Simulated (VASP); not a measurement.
Input of a VASP 6.6.1 run:

The input INCAR:

```
PREC     = Accurate       # precision mode
ENCUT    = 520            # plane-wave cutoff, eV
EDIFF    = 1E-7           # SCF threshold, eV
ISMEAR   = 0              # smearing method
SIGMA    = 0.01           # smearing width, eV
LREAL    = False          # projectors in reciprocal space
LASPH    = True           # aspherical terms in the spheres
NELM     = 80             # most SCF steps
ALGO     = Normal         # electronic algorithm
ISIF     = 2              # what is computed and relaxed
LWAVE    = False          # write WAVECAR
LCHARG   = False          # write CHGCAR
GGA      = PS             # functional
IBRION   = 2              # ionic algorithm
NSW      = 80             # ionic steps
EDIFFG   = -5E-4          # ionic threshold
```

Contents of KPOINTS:

```
regular mesh
0
Gamma
  12 12 1
```

The input POSCAR:

```
MoS2
1.0
    3.1248195005      0.0000000000      0.0000000000
   -1.5624097502      2.7061730696      0.0000000000
    0.0000000000      0.0000000000     18.1200000000
S Mo
2 1
Direct
    0.3333333333      0.6666666667      0.4139963042
    0.3333333333      0.6666666667      0.5860036958
    0.6666666667      0.3333333333      0.5000000000
```

Potentials or basis: VASP PAW PBE potentials, release 64 (S, Mo_sv).

The run is started by

```bash
$ cat potpaw_PBE.64/S/POTCAR potpaw_PBE.64/Mo_sv/POTCAR > POTCAR
$ mpirun -np 1 vasp_std > vasp.out
```

(1) Estimate the energy gained by relaxing.

(2) Predict the band gap on the k mesh.

## Answers

(1) 0.2 meV/atom.

(2) 1.87 eV.
